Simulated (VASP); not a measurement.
Here is a VASP 6.6.1 calculation.

File POSCAR:

```
NaCl
1.0
    0.0000000000      2.9428337719      2.9428337719
    2.9428337719      0.0000000000      2.9428337719
    2.9428337719      2.9428337719      0.0000000000
Na Cl
1 1
Direct
    0.0000000000      0.0000000000      0.0000000000
    0.5000000000      0.5000000000      0.5000000000
```

File INCAR.step1:

```
PREC = Accurate ; ENCUT = 520
EDIFF = 1E-5 ; ISMEAR = 0
SIGMA = 0.01 ; LREAL = F
LASPH = T ; NELM = 60
ALGO = Normal ; ISIF = 2
LWAVE = T ; LCHARG = F
NBANDS = 14 ; GGA = PE
```

INCAR.step2

```
PREC = Accurate ; ENCUT = 520
EDIFF = 1E-6 ; ISMEAR = 0
SIGMA = 0.01 ; LREAL = F
LASPH = T ; NELM = 60
ALGO = Normal ; ISIF = 2
LWAVE = F ; LCHARG = F
GGA = PE ; LHFCALC = T
HFSCREEN = 0.2079 ; PRECFOCK = Normal
NBANDS = 14 ; ISTART = 1
```

Contents of KPOINTS:

```
Automatic mesh
0
Gamma
  6 6 6
```

Potentials or basis: VASP PAW PBE potentials, release 64 (Na_pv, Cl).

Launch:

```bash
$ cat potpaw_PBE.64/Na_pv/POTCAR potpaw_PBE.64/Cl/POTCAR > POTCAR
$ cp INCAR.step1 INCAR
$ mpirun -np 1 vasp_std > vasp.out
$ cp INCAR.step2 INCAR
$ mpirun -np 1 vasp_std > vasp.out
```

Task: Estimate the pressure.

Result: -2.3 GPa.

Task: What does it give for the band gap on the k mesh?

Result: 5.98 eV.

Caveat: the cell differs from its parent crystal (strain +5.0%); the PAW data sets were made with another functional, which shifts forces and pressure a little.
